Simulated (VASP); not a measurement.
## GaCo: single point with LDA

GaCo:

```
Ga Co
1.0
     2.87800    0.00000    0.00000
     0.00000    2.87800    0.00000
     0.00000    0.00000    2.87800
Ga Co
1 1
Cartesian
  1.4390 1.4390 1.4390
  0.0000 0.0000 0.0000
```

```json
{"Program": "VASP 6.6.1", "Task": "single point", "Functional": "LDA", "Potentials or basis": "VASP PAW LDA potentials, release 64 (Ga_d, Co)", "Cutoff": "520 eV", "k mesh": "9 × 9 × 9", "Occupations": "gaussian, width 0.1 eV", "Spin": "collinear spin, ferromagnetic start", "Starting moments": "[0.0, 2.0] μB", "Dipole correction": "no", "Further INCAR settings": "ALGO = Normal; EDIFF = 1e-06; NBANDS = 22"}
```

The pressure is -13.0 GPa, the band gap on the k mesh is zero (filled and empty bands overlap) and the net moment is 0.00 μB per cell. The valence electrons inside the program's atomic spheres are Ga 11.80; Co 8.37.

Levels at points of the mesh, in eV from the Fermi level:
Spin up:
| k point | band 9 | band 10 | band 11 | band 12 | band 13 | band 14 |
| --- | --- | --- | --- | --- | --- | --- |
| (0.00, 0.00, 0.00) | -0.70 | -0.70 | -0.70 | 5.18 | 5.18 | 5.18 |
Spin down:
```csv
k point,band 8,band 9,band 10,band 11,band 12,band 13,band 14,band 15
"(0.00, 0.00, 0.00)",-2.55,-0.70,-0.70,-0.70,5.18,5.18,5.18,11.20
```

Run time: 12 s on 1 thread of Intel(R) Xeon(R) 6975P-C (Granite Rapids) (shared host), peak memory 0.15 GiB.

Caveat: the starting moments collapsed, and a magnetic state may lie lower.
